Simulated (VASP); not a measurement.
# Ta16Si (a cell with a defect) in VASP: single point with PBEsol

Aim: the single point of Ta16Si (a cell with a defect) with PBEsol.

Program: VASP 6.6.1. These are calculated values, not measurements. Logs are shortened: lines on timing, memory, paths and dates and some standing lists are left out, and cuts for length are marked.

## Step 1: The cell of the first run

The cell holds a defect, 17 atoms: a = 6.641 Å, b = 6.641 Å, c = 6.641 Å, α = 90.00°, β = 90.00°, γ = 90.00°.

## Step 2: Single point, PBEsol

The input, INCAR:

```
SYSTEM = Ta16Si
  PREC = Accurate
  ENCUT = 400
  EDIFF = 1E-6
  ISMEAR = 1
  SIGMA = 0.1
  LREAL = .FALSE.
  LASPH = .TRUE.
  NELM = 120
  ALGO = Normal
  ISIF = 2
  LWAVE = .FALSE.
  LCHARG = .TRUE.
  GGA = PS
  LELF = .TRUE.
  LVHAR = .TRUE.
  NBANDS = 104
  GGA_COMPAT = .FALSE.
```

The input, KPOINTS:

```
regular mesh
0
G
  3 3 3
  0 0 0
```

The input, POSCAR:

```
Ta16Si
1.0
    6.6414755500      0.0000000000      0.0000000000
    0.0000000000      6.6414755500      0.0000000000
    0.0000000000      0.0000000000      6.6414755500
Ta Si
16 1
Direct
    0.0133821600     -0.0208448000      0.0026269800
    0.2533991900      0.2459696900      0.2467415300
   -0.0009652500      0.0084297200      0.5026157600
    0.2533848900      0.2460952000      0.7584395000
    0.0097975100      0.4971823500      0.0028081300
    0.2525646000      0.7639726200      0.2430588600
    0.0544318800      0.5245764100      0.5027984900
    0.2526784900      0.7637739000      0.7622688500
    0.4935465100     -0.0203125700      0.0025072700
    0.7543783300      0.2171950000      0.1990955200
    0.5063986800      0.0078541400      0.5025843700
    0.7546580400      0.2173104900      0.8058178500
    0.4970313500      0.4973506800      0.0027885800
    0.7529000900      0.7352799400      0.2558911500
    0.4488509500      0.5277897700      0.5024896100
    0.7529433600      0.7350544600      0.7492119600
    0.7502898300      0.3707260400      0.5024222500
```

Potentials or basis: VASP PAW PBE potentials, release 64 (Ta_pv, Si).

On the command line:

```sh
> cat potpaw_PBE.64/Ta_pv/POTCAR potpaw_PBE.64/Si/POTCAR > POTCAR
> mpirun -np 1 vasp_std > vasp.out
```

OUTCAR:

```text
SYSTEM = Ta16Si
   PREC = Accurate
   ENCUT = 400
   EDIFF = 1E-6
   ISMEAR = 1
   LREAL = .FALSE.
   LASPH = .TRUE.
   NELM = 120
   ISIF = 2
   GGA = PS

 ion  position               nearest neighbor table
   1  0.013  0.979  0.003-   6 2.67   8 2.67  10 2.68  12 2.68   2 2.88   4 2.88  14 2.91  16 2.91
                             9 3.19   5 3.20   3 3.33   3 3.33   5 3.44   9 3.45
   2  0.253  0.246  0.247-   5 2.83  13 2.83   7 2.84  15 2.84  11 2.87   3 2.87   9 2.88   1 2.88
                             6 3.20   4 3.24  10 3.33  10 3.35   4 3.40   6 3.44
   3  0.999  0.008  0.503-   2 2.87   4 2.87   6 2.91   8 2.91  17 2.92  12 2.93  10 2.94  14 2.94
                            16 2.94   7 3.23  11 3.27   1 3.33   1 3.33  11 3.37   7 3.45
   4  0.253  0.246  0.758-   5 2.83  13 2.83   7 2.84  15 2.84  11 2.87   3 2.87   9 2.88   1 2.88
                             8 3.20   2 3.24  12 3.33  12 3.35   2 3.40   8 3.44
   5  0.010  0.497  0.003-   2 2.83   4 2.83  10 2.83  12 2.84  14 2.87  16 2.87   6 2.88   8 2.88
                             1 3.20  13 3.24   7 3.34   7 3.34  13 3.41   1 3.44
   6  0.253  0.764  0.243-   1 2.67  15 2.67   9 2.68   7 2.69   5 2.88  13 2.88  11 2.90   3 2.91
                             8 3.19   2 3.20  14 3.33  14 3.33   2 3.44   8 3.45
   7  0.054  0.525  0.503-  17 2.26  15 2.62   8 2.69   6 2.69   4 2.84   2 2.84  16 2.94  14 2.94
                             3 3.23   5 3.34   5 3.34   3 3.45  12 3.49  10 3.49
   8  0.253  0.764  0.762-   1 2.67  15 2.67   9 2.68   7 2.69   5 2.88  13 2.88  11 2.91   3 2.91
                             6 3.19   4 3.20  16 3.33  16 3.33   4 3.44   6 3.45
   9  0.494  0.980  0.003-   8 2.68   6 2.68  10 2.68  12 2.68   4 2.88   2 2.88  14 2.90  16 2.90
                             1 3.19  13 3.20  11 3.33  11 3.33  13 3.44   1 3.45
  10  0.754  0.217  0.199-  17 2.26  12 2.61   1 2.68   9 2.68   5 2.83  13 2.84   3 2.94  11 2.95
                            14 3.22   2 3.33   2 3.35  14 3.46   7 3.49  15 3.53
  11  0.506  0.008  0.503-   2 2.87   4 2.87  17 2.90   6 2.90   8 2.91  14 2.94  16 2.94  10 2.95
                            12 2.95  15 3.21   3 3.27   9 3.33   9 3.33   3 3.37  15 3.47
  12  0.755  0.217  0.806-  17 2.26  10 2.61   1 2.68   9 2.68   5 2.84  13 2.85   3 2.93  11 2.95
                            16 3.22   4 3.33   4 3.35  16 3.46   7 3.49  15 3.53
  13  0.497  0.497  0.003-   2 2.83   4 2.83  10 2.84  12 2.85  14 2.87  16 2.87   8 2.88   6 2.88
                             9 3.20   5 3.24  15 3.34  15 3.34   5 3.41   9 3.44
  14  0.753  0.735  0.256-  13 2.87   5 2.87   9 2.90   1 2.91  17 2.92  11 2.94   3 2.94   7 2.94
                            15 2.94  10 3.22  16 3.28   6 3.33   6 3.33  16 3.37  10 3.46
  15  0.449  0.528  0.502-  17 2.26   7 2.62   6 2.67   8 2.67   2 2.84   4 2.84  16 2.94  14 2.94
                            11 3.21  13 3.34  13 3.34  11 3.47  10 3.53  12 3.53
  16  0.753  0.735  0.749-  13 2.87   5 2.87   9 2.90   1 2.91  17 2.92   7 2.94  11 2.94   3 2.94
                            15 2.94  12 3.22  14 3.28   8 3.33   8 3.33  14 3.37  12 3.46
  17  0.750  0.371  0.502-  15 2.26  10 2.26  12 2.26   7 2.26  11 2.90   3 2.92  16 2.92  14 2.92

  LATTYP: Found a simple cubic cell.
 ALAT       =     6.6414755500

  Lattice vectors:

 A1 = (   6.6414755500,   0.0000000000,   0.0000000000)
 A2 = (   0.0000000000,   6.6414755500,   0.0000000000)
 A3 = (   0.0000000000,   0.0000000000,   6.6414755500)

Analysis of symmetry for initial positions (statically):
=====================================================================
 Subroutine PRICEL returns:
 Original cell was already a primitive cell.

 Routine SETGRP: Setting up the symmetry group for a
 simple cubic supercell.

 Subroutine GETGRP returns: Found  1 space group operations
 (whereof  1 operations were pure point group operations)
 out of a pool of 48 trial point group operations.

The static configuration has the point symmetry C_1 .

Analysis of symmetry for dynamics (positions and initial velocities):
=====================================================================
 Subroutine PRICEL returns:
 Original cell was already a primitive cell.

 Routine SETGRP: Setting up the symmetry group for a
 simple cubic supercell.

 Subroutine GETGRP returns: Found  1 space group operations
 (whereof  1 operations were pure point group operations)
 out of a pool of 48 trial point group operations.

The dynamic configuration has the point symmetry C_1 .

 Subroutine INISYM returns: Found  1 space group operations
 (whereof  1 operations are pure point group operations),
 and found     1 'primitive' translations

----------------------------------------------------------------------------------------

                                     Primitive cell

  volume of cell :     292.9502

  direct lattice vectors                    reciprocal lattice vectors
     6.641475550  0.000000000  0.000000000     0.150568950  0.000000000  0.000000000
     0.000000000  6.641475550  0.000000000     0.000000000  0.150568950  0.000000000
[... 71 lines left out ...]
            Coordinates               Weight
  0.000000  0.000000  0.000000      1.000000
  0.333333  0.000000  0.000000      2.000000
  0.000000  0.333333  0.000000      2.000000
  0.000000  0.000000  0.333333      2.000000
  0.333333  0.333333  0.000000      2.000000
  0.000000  0.333333  0.333333      2.000000
  0.333333  0.000000  0.333333      2.000000
 -0.333333  0.333333  0.000000      2.000000
 -0.333333  0.000000  0.333333      2.000000
  0.000000 -0.333333  0.333333      2.000000
  0.333333  0.333333  0.333333      2.000000
 -0.333333  0.333333  0.333333      2.000000
 -0.333333 -0.333333  0.333333      2.000000
  0.333333 -0.333333  0.333333      2.000000
   k-points           NKPTS =     14   k-points in BZ     NKDIM =     14   number of bands    NBANDS=    104
   number of dos      NEDOS =    301   number of ions     NIONS =     17
   total plane-waves  NPLWV = 110592
   dimension x,y,z NGX =    48 NGY =   48 NGZ =   48
   dimension x,y,z NGXF=    96 NGYF=   96 NGZF=   96
   ions per type =              16   1
   NGX,Y,Z   is equivalent  to a cutoff of  12.02, 12.02, 12.02 a.u.
   NGXF,Y,Z  is equivalent  to a cutoff of  24.03, 24.03, 24.03 a.u.
 SYSTEM =  Ta16Si
   PREC   = accura    normal or accurate (medium, high low for compatibility)
   ISTART =      0    job   : 0-new  1-cont  2-samecut
   ICHARG =      2    charge: 1-file 2-atom 10-const
   ISPIN  =      1    spin polarized calculation?
   LNONCOLLINEAR =      F non collinear calculations
   LSORBIT =      F    spin-orbit coupling
   LASPH  =      T    aspherical Exc in radial PAW
   ENCUT  =  400.0 eV  29.40 Ry    5.42 a.u.  10.83 10.83 10.83*2*pi/ulx,y,z
   NELM   =    120;   NELMIN=  2; NELMDL= -5     # of ELM steps
   EDIFF  = 0.1E-05   stopping-criterion for ELM
   LREAL  =      F    real-space projection
   EDIFFG = 0.1E-04   stopping-criterion for IOM
   NSW    =      0    number of steps for IOM
   IBRION =     -1    ionic relax: 0-MD 1-quasi-New 2-CG
   NFREE  =      0    steps in history (QN), initial steepest desc. (CG)
   ISIF   =      2    stress and relaxation
   ISYM   =      2    0-nonsym 1-usesym 2-fastsym
   POTIM  = 0.5000    time-step for ionic-motion
   TEBEG  =    0.0;   TEEND  =   0.0 temperature during run
   PSTRESS=    0.0 pullay stress
   NELECT =     180.0000    total number of electrons
   NUPDOWN=      -1.0000    fix difference up-down
   EMIN   =  10.00;   EMAX   =-10.00  energy-range for DOS
   EFERMI =   0.00;   METHOD = LEGACY
   ISMEAR =     1;   SIGMA  =   0.10  broadening in eV -4-tet -1-fermi 0-gaus
   EFERMI_NEDOS =   21; number of points for ismear=-14 and -15
   IALGO  =     38    algorithm
   IMIX   =      4    mixing-type and parameters
     AMIX     =   0.40;   BMIX     =  1.00
     AMIX_MAG =   1.60;   BMIX_MAG =  1.00
  volume/ion in A,a.u.               =      17.23       116.29
  Fermi-wavevector in a.u.,A,eV,Ry     =   1.391771  2.630066 26.354842  1.937026
  Thomas-Fermi vector in A             =   2.515578
   LORBIT       =      0    0 simple, 1 ext, 2 COOP (PROOUT), +10 PAW based schemes
   GGA     = PS    functional components
   LHFCALC =     F    Hartree Fock is set to
   AEXX    =    0.0000 exact exchange contribution
   IVDW    =     0    specifies the selected vdW correction
   LEPSILON=     F    determine dielectric tensor
   LRPA    =     F    only Hartree local field effects (RPA)
 non-spin polarized calculation
 Methfessel and Paxton  Order N= 1 SIGMA  =   0.10
  energy-cutoff  :      400.00
  volume of cell :      292.95
 maximum number of plane-waves:      5377
 NGX is ok and might be reduce to    48
   NGX = 21   NGY = 21   NGZ = 21

 number of electron     180.0000002 magnetization

 Free energy of the ion-electron system (eV)
  ---------------------------------------------------
  ext. energy  EPLUGINS =         0.00000000
  ---------------------------------------------------
  free energy    TOTEN  =      -202.42423636 eV

  energy without entropy =     -202.42835147  energy(sigma->0) =     -202.42560807

 E-fermi :   5.8919     XC(G=0): -12.7975

 val. band max:        5.8796973781   @ k =  -0.3333  -0.3333   0.3333
 cond. band min:       5.9572520346   @ k =  -0.3333   0.3333   0.3333
 fundamental gap:      0.0775546565
 Fermi energy:         5.8919327194

 k-point     1 :       0.0000    0.0000    0.0000
  band No.  band energies     occupation
      1     -28.7980      2.00000
      2     -28.5638      2.00000
      3     -28.4524      2.00000
      4     -28.4517      2.00000
      5     -28.4240      2.00000
      6     -28.4092      2.00000
[... 1459 lines left out ...]
    101       8.3071      0.00000
    102       8.5309      0.00000
 [bands above 102 left out]

------------------------ aborting loop because EDIFF is reached ----------------------------------------

  FORCE on cell =-STRESS in cart. coord.  units (eV):
  Direction    XX          YY          ZZ          XY          YZ          ZX
  --------------------------------------------------------------------------------------
  -------------------------------------------------------------------------------------
  Total       21.3547283      4.0213585     21.6422851     -0.2890247      0.0054667      0.0168183
  in kB      116.7914091     21.9932614    118.3640896     -1.5807087      0.0298979      0.0919810
  external PRESSURE =      85.7162534 kB  Pullay stress =       0.0000000 kB

 VOLUME and BASIS-vectors are now :
 -----------------------------------------------------------------------------
  energy-cutoff  :      400.00
  volume of cell :      292.95
      direct lattice vectors                 reciprocal lattice vectors
     6.641475550  0.000000000  0.000000000     0.150568950  0.000000000  0.000000000
     0.000000000  6.641475550  0.000000000     0.000000000  0.150568950  0.000000000
     0.000000000  0.000000000  6.641475550     0.000000000  0.000000000  0.150568950

 POSITION                                       TOTAL-FORCE (eV/Angst)
 -----------------------------------------------------------------------------------
      0.08888      6.50304      0.01745         0.001787     -0.002590     -0.006335
      1.68294      1.63360      1.63873        -0.006547      0.016946      0.006625
      6.63506      0.05599      3.33811         0.015850     -0.014699      0.001229
      1.68285      1.63444      5.03716        -0.004213      0.005818      0.004568
      0.06507      3.30202      0.01865        -0.022293     -0.005047     -0.013292
      1.67740      5.07391      1.61427        -0.000014     -0.016726     -0.004238
[... 9 lines left out ...]
      5.00065      4.88185      4.97587        -0.000367      0.018774      0.006043
      4.98303      2.46217      3.33683         0.012800     -0.005529     -0.002732
 -----------------------------------------------------------------------------------
    total drift:                                0.000035     -0.000239      0.000335

  FREE ENERGIE OF THE ION-ELECTRON SYSTEM (eV)
  ---------------------------------------------------
  free  energy   TOTEN  =      -202.4242363624 eV

  energy  without entropy=     -202.4283514730  energy(sigma->0) =     -202.42560807
```

Run time: 6.8 min. Hardware: 1 thread of Oxide Virtual Turin-like, shared host; peak memory 0.39 GiB.

What came out:

```
Free energy            : -202.4242 eV
Pressure               : 8.6 GPa
Largest force          : 0.166 eV/Å
Band gap on the k mesh : zero (bands 90 and 91 overlap by 0.86 eV)
```

Forces on the atoms (eV/Å):
```
Ta   0.002 -0.003 -0.006
Ta  -0.007  0.017  0.007
Ta   0.016 -0.015  0.001
Ta  -0.004  0.006  0.005
Ta  -0.022 -0.005 -0.013
Ta   0.000 -0.017 -0.004
Ta   0.134  0.068 -0.003
Ta  -0.003 -0.002  0.007
Ta   0.001  0.003 -0.004
Ta   0.001 -0.057 -0.144
Ta  -0.014 -0.012  0.002
Ta  -0.006 -0.058  0.155
Ta   0.020 -0.007 -0.013
Ta   0.002  0.012  0.002
Ta  -0.131  0.055  0.005
Ta   0.000  0.019  0.006
Si   0.013 -0.006 -0.003
```

Stress tensor (GPa, compression positive):
```
11.68 -0.16  0.01
-0.16  2.20  0.00
 0.01  0.00 11.84
```

Caveat: the PAW data sets were made with another functional, which shifts forces and pressure a little; spin-orbit coupling is left out, which moves the levels of the heavy elements.

The gap in the log of VASP goes by the Fermi energy; the results here count the filled bands.